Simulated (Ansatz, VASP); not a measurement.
**Mg: VASP beside Ansatz**

File INCAR:

```
SYSTEM = Mg
ALGO = Fast
EDIFF = 1E-6
ENCUT = 520
GGA = PE
ISIF = 2
ISMEAR = 0
LASPH = .True.
LCHARG = .False.
LREAL = .False.
LWAVE = .False.
NBANDS = 9
NELM = 100
PREC = Accurate
SIGMA = 0.15
```

KPOINTS

```
k-points
0
Gamma
  18 18 10
  0 0 0
```

POSCAR

```
Mg
1.0
    3.2092715325      0.0000000000      0.0000000000
   -1.6046357662      2.7793106748      0.0000000000
    0.0000000000      0.0000000000      5.2103300000
Mg
2
Direct
    0.4375957861      0.7429920794      0.1924220731
    0.6666666667      0.3333333333      0.7500000000
```

Input for Ansatz:

```yaml
crystal:
  lattice:
    - [3.2092715325, 0.0, 0.0]
    - [-1.6046357662, 2.7793106748, 0.0]
    - [0.0, 0.0, 5.21033]
  atoms:
    - { symbol: Mg, position: [0.4375957861, 0.7429920794, 0.1924220731] }
    - { symbol: Mg, position: [0.6666666667, 0.3333333333, 0.75] }
basis:
  ecutwfc: 420
kpoints:
  mp_grid: { grid: [18, 18, 10] }
hamiltonian:
  xc: pbe
scf:
  occupations: { method: gaussian, width: 0.15 }
output:
  forces: true
  stress: true
  eigenvalues: true
```

Alike in both runs: task single point; functional PBE; k mesh 18 × 18 × 10; occupations gaussian, width 0.15 eV; no spin polarisation.

|  | VASP | Ansatz |
| --- | --- | --- |
| version | VASP 6.6.1 | Ansatz 0.2.0 |
| potentials or method | VASP PAW PBE potentials, release 64 (Mg), cutoff 520 eV | scalar-relativistic, plane waves, PAW |
| valence electrons in the cell | 4 | 20 |

VASP gave:

```
gap on the k mesh at the Fermi level (eV)                     : none
pressure (GPa)                                                : 0.8
traceless stress, the component that is largest in VASP (GPa) : -1.33
rms of the force components (eV/Å)                            : 0.519
```

Q: Which values does Ansatz return?

A: gap on the k mesh at the Fermi level (eV): none; pressure (GPa): 0.9; traceless stress, the component that is largest in VASP (GPa): -1.33; rms of the force components (eV/Å): 0.519.

Atom by atom the forces differ by 0.001 eV/Å (rms over components). A gap of «none» marks a metal or a gap that the smearing closes. VASP's potentials hold 4 valence electrons a cell and Ansatz's 20, so a difference there can come from the potentials and not from the codes.
